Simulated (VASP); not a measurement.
# BN (P2_1) in VASP: notebook, part 2 of 2

VASP 6.6.1. The steps go on from the part before.

## (3) Single point, PBE (strain +0.0050 x Voigt [0, 0, 0, 0, 0, 1])

Contents of INCAR:

```
SYSTEM = BN
  PREC = Accurate
  ENCUT = 520
  EDIFF = 1E-6
  ISMEAR = 0
  SIGMA = 0.05
  LREAL = .False.
  LASPH = .True.
  NELM = 80
  ALGO = Normal
  ISIF = 2
  LWAVE = .False.
  LCHARG = .True.
  GGA = PE
  LELF = .True.
  LVHAR = .True.
  NBANDS = 16
```

Contents of KPOINTS:

```
regular mesh
0
Gamma
  12 12 6
  0 0 0
```

Contents of POSCAR:

```
BN
1.0
    2.5539396017      0.0063848490      0.0000000000
   -1.2714403594      2.2085841503      0.0000000000
    0.0000000000      0.0000000000      4.2268550000
B N
2 2
Direct
    0.6666666667      0.3333333333      0.9997240000
    0.3333333333      0.6666666667      0.4997240000
    0.6666666667      0.3333333333      0.6252760000
    0.3333333333      0.6666666667      0.1252760000
```

Potentials or basis: VASP PAW PBE potentials, release 64 (B, N).

Launch:

```
$ cat potpaw_PBE.64/B/POTCAR potpaw_PBE.64/N/POTCAR > POTCAR
$ mpirun -np 1 vasp_std > vasp.out
```

OUTCAR:

```text
SYSTEM = BN
   PREC = Accurate
   ENCUT = 520
   EDIFF = 1E-6
   ISMEAR = 0
   LREAL = .False.
   LASPH = .True.
   NELM = 80
   ISIF = 2
   GGA = PE

 ion  position               nearest neighbor table
   1  0.667  0.333  1.000-   4 1.56   4 1.57   4 1.57   3 1.58
   2  0.333  0.667  0.500-   3 1.56   3 1.57   3 1.57   4 1.58
   3  0.667  0.333  0.625-   2 1.56   2 1.57   2 1.57   1 1.58
   4  0.333  0.667  0.125-   1 1.56   1 1.57   1 1.57   2 1.58

  Warning from LATTYP: Monoclinic adjustment (A1->A3, A2->A1, A3->A2)!
  LATTYP: Found a simple monoclinic cell.
 ALAT       =     2.5484121598
 B/A-ratio  =     1.6586229914
 C/A-ratio  =     1.0021721066
 COS(beta)  =    -0.4967465479

  Lattice vectors:

 A1 = (  -1.2714403594,   2.2085841503,   0.0000000000)
 A2 = (   0.0000000000,   0.0000000000,   4.2268550000)
 A3 = (   2.5539396017,   0.0063848490,   0.0000000000)

Analysis of symmetry for initial positions (statically):
=====================================================================
 Subroutine PRICEL returns:
 Original cell was already a primitive cell.

 Routine SETGRP: Setting up the symmetry group for a
 simple monoclinic supercell.

 Subroutine GETGRP returns: Found  2 space group operations
 (whereof  1 operations were pure point group operations)
 out of a pool of  4 trial point group operations.

The static configuration has the point symmetry C_1 .
 The point group associated with its full space group is C_2 .

Analysis of symmetry for dynamics (positions and initial velocities):
=====================================================================
 Subroutine PRICEL returns:
 Original cell was already a primitive cell.

 Routine SETGRP: Setting up the symmetry group for a
 simple monoclinic supercell.

 Subroutine GETGRP returns: Found  2 space group operations
 (whereof  1 operations were pure point group operations)
 out of a pool of  4 trial point group operations.

The dynamic configuration has the point symmetry C_1 .
 The point group associated with its full space group is C_2 .

 Subroutine INISYM returns: Found  2 space group operations
 (whereof  1 operations are pure point group operations),
 and found     1 'primitive' translations
[... 124 lines left out ...]
   GGA     = PE    functional components
   LHFCALC =     F    Hartree Fock is set to
   AEXX    =    0.0000 exact exchange contribution
   IVDW    =     0    specifies the selected vdW correction
   LEPSILON=     F    determine dielectric tensor
   LRPA    =     F    only Hartree local field effects (RPA)
 non-spin polarized calculation
 Gauss-broadening in eV      SIGMA  =   0.05
  energy-cutoff  :      520.00
  volume of cell :       23.88
 maximum number of plane-waves:       660
   NGX =  9   NGY =  9   NGZ = 15

 number of electron      16.0000000 magnetization

 Free energy of the ion-electron system (eV)
  ---------------------------------------------------
  ext. energy  EPLUGINS =         0.00000000
  ---------------------------------------------------
  free energy    TOTEN  =       -34.83195139 eV

  energy without entropy =      -34.83195139  energy(sigma->0) =      -34.83195139

 E-fermi :   7.6534     XC(G=0): -12.7611

 val. band max:        7.4467744026   @ k =   0.0000   0.0000   0.0000
 cond. band min:      12.6288682628   @ k =   0.3333   0.3333   0.0000
 fundamental gap:      5.1820938602
 Fermi energy:         7.6534215526

 k-point     1 :       0.0000    0.0000    0.0000
  band No.  band energies     occupation
      1     -12.8569      2.00000
      2      -8.7570      2.00000
      3      -3.3940      2.00000
      4       5.3165      2.00000
      5       5.3498      2.00000
      6       7.1567      2.00000
[... 433 lines left out ...]
      3      -1.4420      2.00000
      4       0.0865      2.00000
      5       0.4133      2.00000
      6       1.4987      2.00000
[... 8 lines left out ...]
     15      23.1662      0.00000
     16      23.8367      0.00000

 [... further k-points ...]

------------------------ aborting loop because EDIFF is reached ----------------------------------------

  FORCE on cell =-STRESS in cart. coord.  units (eV):
  Direction    XX          YY          ZZ          XY          YZ          ZX
  --------------------------------------------------------------------------------------
  -------------------------------------------------------------------------------------
  Total        0.0688051      0.0698317     -0.0482624     -0.3051283      0.0000000      0.0000000
  in kB        4.6170543      4.6859423     -3.2385674    -20.4751279      0.0000000      0.0000000
  external PRESSURE =       2.0214764 kB  Pullay stress =       0.0000000 kB

 VOLUME and BASIS-vectors are now :
 -----------------------------------------------------------------------------
  energy-cutoff  :      520.00
  volume of cell :       23.88
      direct lattice vectors                 reciprocal lattice vectors
     2.553939602  0.006384849  0.000000000     0.390989225  0.225085144  0.000000000
    -1.271440359  2.208584150  0.000000000    -0.001130320  0.452128059  0.000000000
     0.000000000  0.000000000  4.226855000     0.000000000  0.000000000  0.236582518

 POSITION                                       TOTAL-FORCE (eV/Angst)
 -----------------------------------------------------------------------------------
      1.27881      0.74045      4.22569         0.010226     -0.000471      0.013998
      0.00369      1.47452      2.11226        -0.010226      0.000471      0.013998
      1.27881      0.74045      2.64295         0.022019     -0.000481     -0.013998
      0.00369      1.47452      0.52952        -0.022019      0.000481     -0.013998
 -----------------------------------------------------------------------------------
    total drift:                                0.000000      0.000000      0.000178

  FREE ENERGIE OF THE ION-ELECTRON SYSTEM (eV)
  ---------------------------------------------------
  free  energy   TOTEN  =       -34.8319513879 eV

  energy  without entropy=      -34.8319513879  energy(sigma->0) =      -34.83195139
```

OSZICAR:

```text
N       E                     dE             d eps       ncg     rms          rms(c)
DAV:   1     0.377412126208E+02    0.37741E+02   -0.83446E+03  9512   0.973E+02
DAV:   2    -0.344922384398E+02   -0.72233E+02   -0.67746E+02 13520   0.228E+02
DAV:   3    -0.367383258281E+02   -0.22461E+01   -0.22403E+01 11016   0.366E+01
DAV:   4    -0.367437964628E+02   -0.54706E-02   -0.54703E-02 11368   0.207E+00
DAV:   5    -0.367438113444E+02   -0.14882E-04   -0.14882E-04 10816   0.997E-02    0.941E+00
DAV:   6    -0.349901744271E+02    0.17536E+01   -0.22230E+00 12000   0.136E+01    0.446E+00
DAV:   7    -0.348598384851E+02    0.13034E+00   -0.31394E-01 12056   0.451E+00    0.273E+00
DAV:   8    -0.348328929491E+02    0.26946E-01   -0.53003E-02 11232   0.187E+00    0.257E-01
DAV:   9    -0.348316660734E+02    0.12269E-02   -0.18964E-03 11088   0.520E-01    0.132E-01
DAV:  10    -0.348319429956E+02   -0.27692E-03   -0.49127E-04 11192   0.173E-01    0.254E-02
DAV:  11    -0.348319502112E+02   -0.72156E-05   -0.31928E-05 11896   0.550E-02    0.148E-02
DAV:  12    -0.348319513015E+02   -0.10903E-05   -0.57006E-06 11280   0.237E-02    0.201E-03
DAV:  13    -0.348319513879E+02   -0.86307E-07   -0.16032E-07  4744   0.400E-03
   1 F= -.34831951E+02 E0= -.34831951E+02  d E =-.125306E-11
```

It took 2.1 min on 1 thread of Intel Xeon 8259CL, shared host; peak memory 0.21 GiB.

Results:

```yaml
Free_energy: -34.8320 eV
Pressure: 0.2 GPa
Largest_force: 0.026 eV/Å
Band_gap_on_the_k_mesh: 5.18 eV (least direct gap 8.22 eV)
```

Forces in eV/Å, atoms in the order of the input:
```
B    0.010  0.000  0.014
B   -0.010  0.000  0.014
N    0.022  0.000 -0.014
N   -0.022  0.000 -0.014
```

Caveat: the cell differs from its parent crystal (strain +0.0050 x Voigt [0, 0, 0, 0, 0, 1]). A k mesh can miss the band edges.

## (4) Single point, PBE (strain +0.0175 x Voigt [0, 0, 0, 0, 0, 1])

Contents of INCAR:

```
  ALGO = Normal
  EDIFF = 1E-7
  ENCUT = 520
  GGA = PE
  ISIF = 2
  ISMEAR = 0
  LASPH = T
  LCHARG = T
  LELF = T
  LREAL = F
  LVHAR = T
  LWAVE = F
  NBANDS = 16
  NELM = 60
  PREC = Accurate
  SIGMA = 0.05
```

Contents of KPOINTS:

```
k-points
0
Gamma
  12 12 6
```

POSCAR, as its differences from that of step 3:

```diff
@@ -2,4 +2,4 @@
 1.0
-    2.5539396017      0.0063848490      0.0000000000
-   -1.2714403594      2.2085841503      0.0000000000
+    2.5539396017      0.0223469715      0.0000000000
+   -1.2576167558      2.2006030890      0.0000000000
     0.0000000000      0.0000000000      4.2268550000
```

Launch:

```
$ cat potpaw_PBE.64/B/POTCAR potpaw_PBE.64/N/POTCAR > POTCAR
$ mpirun -np 1 vasp_std > vasp.out
```

Run time: 2.2 min. Hardware: 1 thread of Intel Xeon 8259CL, shared host; peak memory 0.21 GiB.

It converged, with:

| Property | Result |
| --- | --- |
| Free energy | -34.8234 eV |
| Pressure | 0.3 GPa |
| Largest force | 0.078 eV/Å |
| Band gap on the k mesh | 5.14 eV (least direct gap 8.10 eV) |

Forces in eV/Å, atoms in the order of the input:
```
B    0.036 -0.006  0.011
B   -0.036  0.006  0.011
N    0.077 -0.006 -0.011
N   -0.077  0.006 -0.011
```

Stress tensor (GPa, compression positive):
```
 0.57 -7.16  0.00
-7.16  0.64  0.00
 0.00  0.00 -0.32
```

Levels at points of the mesh, in eV from the valence-band top:
```tsv
k point	band 4	band 5	band 6	band 7	band 8	band 9	band 10	band 11	band 12	band 13
(0.00, 0.00, 0.00)	-2.21	-2.09	-0.33	-0.10	0.00	8.10	8.39	8.48	9.45	10.50
(0.50, 0.00, 0.00)	-7.79	-7.01	-4.82	-4.42	-2.01	6.91	7.91	10.65	11.57	12.66
(0.00, 0.50, 0.00)	-7.80	-6.91	-4.99	-4.41	-2.14	6.63	7.88	10.49	11.34	12.74
(0.50, 0.50, 0.00)	-7.81	-6.81	-5.14	-4.42	-2.28	6.36	7.83	10.34	11.11	12.82
(0.00, 0.00, 0.50)	-5.73	-1.27	-1.27	-1.16	-1.16	9.23	9.23	9.74	9.74	10.04
(0.50, 0.00, 0.50)	-10.02	-3.66	-3.66	-3.60	-3.60	6.61	6.61	10.00	10.00	14.20
(0.00, 0.50, 0.50)	-9.99	-3.80	-3.80	-3.58	-3.58	6.50	6.50	9.92	9.92	14.11
(0.50, 0.50, 0.50)	-9.96	-3.93	-3.93	-3.56	-3.56	6.38	6.38	9.85	9.85	14.03
```

Caveat: the cell differs from its parent crystal (strain +0.0175 x Voigt [0, 0, 0, 0, 0, 1]). A k mesh can miss the band edges.

## (5) Summary

| cell | gap on the mesh (eV) | pressure (GPa) | largest force (eV/Å) |
| --- | --- | --- | --- |
| a = 2.554, b = 2.565, c = 4.227 Å, angles 90.0, 90.0, 120.4°, 4 atoms | 5.17 | 0.2 | 0.05 |
| a = 2.554, b = 2.548, c = 4.227 Å, angles 90.0, 90.0, 119.8°, 4 atoms | 5.18 | 0.2 | 0.03 |
| a = 2.554, b = 2.535, c = 4.227 Å, angles 90.0, 90.0, 119.2°, 4 atoms | 5.14 | 0.3 | 0.08 |

Alike in all rows: task single point; level PBE; potentials or basis VASP PAW PBE potentials, release 64 (B, N); no spin polarisation; k mesh 12 × 12 × 6; cutoff (eV) 520; smearing gaussian 0.05 eV.

Absolute energies hang on the potentials; compare differences alone.
